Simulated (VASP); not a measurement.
# Ga3Bi2N3 (P31m) in VASP: single point with PBE

Aim: the single point of Ga3Bi2N3 with PBE.

Program: VASP 6.6.1. These are calculated values, not measurements. Logs are shortened: lines on timing, memory, paths and dates and some standing lists are left out, and cuts for length are marked.

## (1) The cell of the first run

Symmetry: P31m, No. 157, trigonal system. The conventional cell has a = 5.584 Å, b = 5.584 Å, c = 8.171 Å, α = 90.00°, β = 90.00°, γ = 120.00°. Within 2.5 Å of Ga (site symmetry m) lie 3 N at 1.86 to 1.96 Å. Bi (site symmetry 3m) has 1 N at 2.43 Å and 1 Bi at 2.82 Å within 3.2 Å. Bi (site symmetry 3m) has 1 Bi at 2.82 Å and 1 N at 2.93 Å and 3 Ga at 3.03 Å within 3.7 Å. N (site symmetry 3) has 3 Ga at 1.86 Å within 2.5 Å. Within 2.6 Å of N (site symmetry 3m) lie 3 Ga at 1.96 Å and 1 Bi at 2.43 Å.

The cell was built from a structure type or drawn by symmetry, and may not be a known phase.

## (2) Single point, PBE

INCAR

```
PREC = Accurate ; ENCUT = 600
EDIFF = 1E-6 ; ISMEAR = 0
SIGMA = 0.15 ; LREAL = False
LASPH = True ; NELM = 120
ALGO = Normal ; ISIF = 2
LWAVE = False ; LCHARG = False
GGA = PE ; NBANDS = 52
GGA_COMPAT = False
```

KPOINTS

```
Automatic mesh
0
Gamma
  3 3 2
```

POSCAR

```
Ga3Bi2N3
1.0
    5.5844543541      0.0000000035      0.0000000000
   -2.7922271800      4.8362793352      0.0000000000
    0.0000000000      0.0000000000      8.1708867292
Ga Bi N
3 2 3
Direct
    0.3369211681      0.0000000000      0.2193058840
    0.0000000000      0.3369211681      0.2193058840
    0.6630788319      0.6630788319      0.2193058840
    0.0000000000      0.0000000000      0.8552271000
    0.0000000000      0.0000000000      0.5103725698
    0.3333333333      0.6666666667      0.1995341151
    0.6666666667      0.3333333333      0.1995341151
    0.0000000000      0.0000000000      0.1523149782
```

Potentials or basis: VASP PAW PBE potentials, release 64 (Ga_d, Bi_d, N).

The run is started by

```sh
cat potpaw_PBE.64/Ga_d/POTCAR potpaw_PBE.64/Bi_d/POTCAR potpaw_PBE.64/N/POTCAR > POTCAR
mpirun -np 1 vasp_std > vasp.out
```

OUTCAR:

```text
PREC = Accurate
   ENCUT = 600
   EDIFF = 1E-6
   ISMEAR = 0
   LREAL = False
   LASPH = True
   NELM = 120
   ISIF = 2
   GGA = PE

 ion  position               nearest neighbor table
   1  0.337  0.000  0.219-   6 1.86   7 1.86   8 1.96   5 3.03
   2  0.000  0.337  0.219-   7 1.86   6 1.86   8 1.96   5 3.03
   3  0.663  0.663  0.219-   7 1.86   6 1.86   8 1.96   5 3.03
   4  0.000  0.000  0.855-   8 2.43   5 2.82
   5  0.000  0.000  0.510-   4 2.82   2 3.03   1 3.03   3 3.03
   6  0.333  0.667  0.200-   1 1.86   2 1.86   3 1.86
   7  0.667  0.333  0.200-   2 1.86   1 1.86   3 1.86
   8  0.000  0.000  0.152-   2 1.96   1 1.96   3 1.96   4 2.43

  LATTYP: Found a hexagonal cell.
 ALAT       =     5.5844543541
 C/A-ratio  =     1.4631486285

  Lattice vectors:

 A1 = (   5.5844543541,   0.0000000035,   0.0000000000)
 A2 = (  -2.7922271800,   4.8362793352,   0.0000000000)
 A3 = (   0.0000000000,   0.0000000000,   8.1708867292)

Analysis of symmetry for initial positions (statically):
=====================================================================
 Subroutine PRICEL returns:
 Original cell was already a primitive cell.

 Routine SETGRP: Setting up the symmetry group for a
 hexagonal supercell.

 Subroutine GETGRP returns: Found  6 space group operations
 (whereof  6 operations were pure point group operations)
 out of a pool of 24 trial point group operations.

The static configuration has the point symmetry C_3v.

Analysis of symmetry for dynamics (positions and initial velocities):
=====================================================================
 Subroutine PRICEL returns:
 Original cell was already a primitive cell.

 Routine SETGRP: Setting up the symmetry group for a
 hexagonal supercell.

 Subroutine GETGRP returns: Found  6 space group operations
 (whereof  6 operations were pure point group operations)
 out of a pool of 24 trial point group operations.

The dynamic configuration has the point symmetry C_3v.

 Subroutine INISYM returns: Found  6 space group operations
 (whereof  6 operations are pure point group operations),
 and found     1 'primitive' translations

----------------------------------------------------------------------------------------

                                     Primitive cell

  volume of cell :     220.6792

  direct lattice vectors                    reciprocal lattice vectors
     5.584454354  0.000000003  0.000000000     0.179068524  0.103385261  0.000000000
    -2.792227180  4.836279335  0.000000000    -0.000000000  0.206770521  0.000000000
     0.000000000  0.000000000  8.170886729     0.000000000  0.000000000  0.122385738

  length of vectors
     5.584454354  5.584454354  8.170886729     0.206770521  0.206770521  0.122385738

  position of ions in fractional coordinates (direct lattice)
     0.336921168  0.000000000  0.219305884
     0.000000000  0.336921168  0.219305884
     0.663078832  0.663078832  0.219305884
     0.000000000  0.000000000  0.855227100
     0.000000000  0.000000000  0.510372570
     0.333333333  0.666666667  0.199534115
     0.666666667  0.333333333  0.199534115
     0.000000000  0.000000000  0.152314978

  ion indices of the primitive-cell ions
   primitive index   ion index
                 1           1
                 2           2
                 3           3
                 4           4
                 5           5
                 6           6
                 7           7
                 8           8

----------------------------------------------------------------------------------------

 KPOINTS: Automatic mesh

Automatic generation of k-mesh.
 Grid dimensions read from file:
 generate k-points for:    3    3    2

 Generating k-lattice:

  Cartesian coordinates                     Fractional coordinates (reciprocal lattice)
     0.059689508  0.034461754  0.000000000     0.333333333  0.000000000  0.000000000
    -0.000000000  0.068923507  0.000000000     0.000000000  0.333333333  0.000000000
     0.000000000  0.000000000  0.061192869     0.000000000  0.000000000  0.500000000

  Length of vectors
     0.068923507  0.068923507  0.061192869

  Shift w.r.t. Gamma in fractional coordinates (k-lattice)
     0.000000000  0.000000000  0.000000000

 Subroutine IBZKPT returns following result:
 ===========================================

 Found      6 irreducible k-points:

 Following reciprocal coordinates:
            Coordinates               Weight
  0.000000  0.000000  0.000000      1.000000
  0.333333  0.000000  0.000000      6.000000
  0.333333  0.333333  0.000000      2.000000
  0.000000  0.000000  0.500000      1.000000
  0.333333  0.000000  0.500000      6.000000
  0.333333  0.333333  0.500000      2.000000
   k-points           NKPTS =      6   k-points in BZ     NKDIM =      6   number of bands    NBANDS=     52
   number of dos      NEDOS =    301   number of ions     NIONS =      8
   total plane-waves  NPLWV = 161280
   dimension x,y,z NGX =    48 NGY =   48 NGZ =   70
   dimension x,y,z NGXF=    96 NGYF=   96 NGZF=  140
   ions per type =               3   2   3
   NGX,Y,Z   is equivalent  to a cutoff of  14.29, 14.29, 14.24 a.u.
   NGXF,Y,Z  is equivalent  to a cutoff of  28.58, 28.58, 28.48 a.u.
 SYSTEM =  unknown system
   PREC   = accura    normal or accurate (medium, high low for compatibility)
   ISTART =      0    job   : 0-new  1-cont  2-samecut
   ICHARG =      2    charge: 1-file 2-atom 10-const
   ISPIN  =      1    spin polarized calculation?
   LNONCOLLINEAR =      F non collinear calculations
   LSORBIT =      F    spin-orbit coupling
   LASPH  =      T    aspherical Exc in radial PAW
   ENCUT  =  600.0 eV  44.10 Ry    6.64 a.u.  11.15 11.15 16.32*2*pi/ulx,y,z
   NELM   =    120;   NELMIN=  2; NELMDL= -5     # of ELM steps
   EDIFF  = 0.1E-05   stopping-criterion for ELM
   LREAL  =      F    real-space projection
   EDIFFG = 0.1E-04   stopping-criterion for IOM
   NSW    =      0    number of steps for IOM
   IBRION =     -1    ionic relax: 0-MD 1-quasi-New 2-CG
   NFREE  =      0    steps in history (QN), initial steepest desc. (CG)
   ISIF   =      2    stress and relaxation
   ISYM   =      2    0-nonsym 1-usesym 2-fastsym
   POTIM  = 0.5000    time-step for ionic-motion
   TEBEG  =    0.0;   TEEND  =   0.0 temperature during run
   PSTRESS=    0.0 pullay stress
   NELECT =      84.0000    total number of electrons
   NUPDOWN=      -1.0000    fix difference up-down
   EMIN   =  10.00;   EMAX   =-10.00  energy-range for DOS
   EFERMI =   0.00;   METHOD = LEGACY
   ISMEAR =     0;   SIGMA  =   0.15  broadening in eV -4-tet -1-fermi 0-gaus
   EFERMI_NEDOS =   21; number of points for ismear=-14 and -15
   IALGO  =     38    algorithm
   IMIX   =      4    mixing-type and parameters
     AMIX     =   0.40;   BMIX     =  1.00
     AMIX_MAG =   1.60;   BMIX_MAG =  1.00
  volume/ion in A,a.u.               =      27.58       186.15
  Fermi-wavevector in a.u.,A,eV,Ry     =   1.186445  2.242055 19.152254  1.407651
  Thomas-Fermi vector in A             =   2.322617
   LORBIT       =      0    0 simple, 1 ext, 2 COOP (PROOUT), +10 PAW based schemes
   GGA     = PE    functional components
   LHFCALC =     F    Hartree Fock is set to
   AEXX    =    0.0000 exact exchange contribution
   IVDW    =     0    specifies the selected vdW correction
   LEPSILON=     F    determine dielectric tensor
   LRPA    =     F    only Hartree local field effects (RPA)
 non-spin polarized calculation
 Gauss-broadening in eV      SIGMA  =   0.15
  energy-cutoff  :      600.00
  volume of cell :      220.68
 maximum number of plane-waves:      7388
 NGX is ok and might be reduce to    48
   NGX = 23   NGY = 23   NGZ = 33

 number of electron      84.0000007 magnetization

 Free energy of the ion-electron system (eV)
  ---------------------------------------------------
  ext. energy  EPLUGINS =         0.00000000
  ---------------------------------------------------
  free energy    TOTEN  =       -39.37172254 eV

  energy without entropy =      -39.29851331  energy(sigma->0) =      -39.33511793

 E-fermi :   2.4749     XC(G=0):  -7.9644

 val. band max:        2.3476107133   @ k =   0.3333   0.0000   0.0000
 cond. band min:       2.5430504826   @ k =   0.3333   0.0000   0.0000
 fundamental gap:      0.1954397694
 Fermi energy:         2.4749437962

 k-point     1 :       0.0000    0.0000    0.0000
  band No.  band energies     occupation
      1     -20.6413      2.00000
      2     -20.4335      2.00000
      3     -20.4335      2.00000
      4     -20.3757      2.00000
      5     -20.3757      2.00000
      6     -20.1086      2.00000
[... 44 lines left out ...]
     51       7.8447      0.00000
     52       8.4180      0.00000

 k-point     2 :       0.3333    0.0000    0.0000
  band No.  band energies     occupation
      1     -20.6412      2.00000
      2     -20.4336      2.00000
      3     -20.4335      2.00000
      4     -20.3756      2.00000
      5     -20.3754      2.00000
      6     -20.1087      2.00000
[... 44 lines left out ...]
     51       7.9093      0.00000
     52       8.3939      0.00000

 k-point     3 :       0.3333    0.3333    0.0000
  band No.  band energies     occupation
      1     -20.6411      2.00000
      2     -20.4336      2.00000
      3     -20.4336      2.00000
      4     -20.3754      2.00000
      5     -20.3754      2.00000
      6     -20.1087      2.00000
[... 44 lines left out ...]
     51       8.4348      0.00000
     52       8.5061      0.00000

 k-point     4 :       0.0000    0.0000    0.5000
  band No.  band energies     occupation
      1     -20.6349      2.00000
      2     -20.4332      2.00000
      3     -20.4332      2.00000
      4     -20.3757      2.00000
      5     -20.3757      2.00000
      6     -20.1089      2.00000
[... 44 lines left out ...]
     51       7.8568      0.00000
     52       7.9936      0.00000

 k-point     5 :       0.3333    0.0000    0.5000
  band No.  band energies     occupation
      1     -20.6348      2.00000
      2     -20.4333      2.00000
      3     -20.4332      2.00000
      4     -20.3756      2.00000
      5     -20.3754      2.00000
      6     -20.1091      2.00000
[... 44 lines left out ...]
     51       8.0370      0.00000
     52       8.0567      0.00000

 k-point     6 :       0.3333    0.3333    0.5000
  band No.  band energies     occupation
      1     -20.6347      2.00000
      2     -20.4333      2.00000
      3     -20.4333      2.00000
      4     -20.3754      2.00000
      5     -20.3754      2.00000
      6     -20.1091      2.00000
[... 44 lines left out ...]
     51       8.0914      0.00000
     52       8.1655      0.00000

------------------------ aborting loop because EDIFF is reached ----------------------------------------

  FORCE on cell =-STRESS in cart. coord.  units (eV):
  Direction    XX          YY          ZZ          XY          YZ          ZX
  --------------------------------------------------------------------------------------
  -------------------------------------------------------------------------------------
  Total        0.5554167      0.5554167      0.0006775      0.0000000      0.0000000     -0.0000000
  in kB        4.0324426      4.0324426      0.0049186      0.0000000      0.0000000     -0.0000000
  external PRESSURE =       2.6899346 kB  Pullay stress =       0.0000000 kB

 VOLUME and BASIS-vectors are now :
 -----------------------------------------------------------------------------
  energy-cutoff  :      600.00
  volume of cell :      220.68
      direct lattice vectors                 reciprocal lattice vectors
     5.584454354  0.000000003  0.000000000     0.179068524  0.103385261  0.000000000
    -2.792227180  4.836279335  0.000000000    -0.000000000  0.206770521  0.000000000
     0.000000000  0.000000000  8.170886729     0.000000000  0.000000000  0.122385738

 POSITION                                       TOTAL-FORCE (eV/Angst)
 -----------------------------------------------------------------------------------
      1.88152      0.00000      1.79192         0.044897      0.000000      0.034770
     -0.94076      1.62944      1.79192        -0.022449      0.038882      0.034770
      1.85147      3.20683      1.79192        -0.022449     -0.038882      0.034770
      0.00000      0.00000      6.98796         0.000000     -0.000000     -0.020594
      0.00000      0.00000      4.17020         0.000000      0.000000     -0.036142
     -0.00000      3.22419      1.63037         0.000000      0.000000     -0.011924
      2.79223      1.61209      1.63037         0.000000      0.000000     -0.011924
      0.00000      0.00000      1.24455         0.000000     -0.000000     -0.023727
 -----------------------------------------------------------------------------------
    total drift:                               -0.000006     -0.000011     -0.003056

  FREE ENERGIE OF THE ION-ELECTRON SYSTEM (eV)
  ---------------------------------------------------
  free  energy   TOTEN  =       -39.3717225360 eV

  energy  without entropy=      -39.2985133143  energy(sigma->0) =      -39.33511793
```

Wall time 4.6 min (1 thread of Intel Xeon 8259CL, shared host); peak memory 0.45 GiB.

Results:

- Free energy: -39.3717 eV
- Pressure: 0.3 GPa
- Largest force: 0.057 eV/Å
- Band gap on the k mesh: zero (bands 42 and 43 overlap by 0.47 eV)

Forces in eV/Å, atoms in the order of the input:
```
Ga   0.045  0.000  0.035
Ga  -0.022  0.039  0.035
Ga  -0.022 -0.039  0.035
Bi   0.000  0.000 -0.021
Bi   0.000  0.000 -0.036
N    0.000  0.000 -0.012
N    0.000  0.000 -0.012
N    0.000  0.000 -0.024
```

Stress tensor (GPa, compression positive):
```
0.40 0.00 0.00
0.00 0.40 0.00
0.00 0.00 0.00
```

Levels at points of the mesh, in eV from the Fermi level:
| k point | band 39 | band 40 | band 41 | band 42 | band 43 | band 44 |
| --- | --- | --- | --- | --- | --- | --- |
| (0.00, 0.00, 0.00) | -1.91 | -1.60 | -0.80 | -0.80 | 0.08 | 0.08 |
| (0.00, 0.00, 0.50) | -1.61 | -1.16 | -1.16 | 0.35 | 0.82 | 0.82 |

Caveat: the k points lie up to 0.43 Å⁻¹ apart; spin-orbit coupling is left out, which moves the levels of the heavy elements.
